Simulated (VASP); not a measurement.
Runs of VASP 6.6.1 on AlNi. The structure is that of space group Pm-3m (No. 221), or close to it. The cells are those of the table. 

| level | cell | gap on the mesh (eV) | pressure (GPa) | moment (μB) |
| --- | --- | --- | --- | --- |
| PBEsol+D4 | a = 2.845, b = 2.845, c = 2.844 Å, 2 atoms | none | 0.2 | 0.00 |
| PBEsol+D3(BJ) | a = 2.832, b = 2.832, c = 2.828 Å, 2 atoms | none | 0.1 | 0.00 |
| PBEsol+D3(BJ) | a = 2.839, b = 2.839, c = 2.835 Å, 2 atoms | none | (a) | 0.00 |
| PBEsol | a = 2.861, b = 2.861, c = 2.865 Å, 2 atoms | none | 0.1 | 0.00 |

Alike in all rows: task single point; potentials or basis VASP PAW PBE potentials, release 64 (Ni, Al); spin collinear, ferromagnetic start; k mesh 10 × 10 × 9; cutoff (eV) 520; smearing fermi-dirac 0.05 eV.

Q: Fill in the values left out.

A: (a) -1.2.

Caveats: the PAW data sets were made with another functional, which shifts forces and pressure a little; pairwise dispersion overbinds metals, which lowers pressure and volume (some runs); three body term missing (some runs).

A gap of «none» marks levels without a gap at the run's occupations.
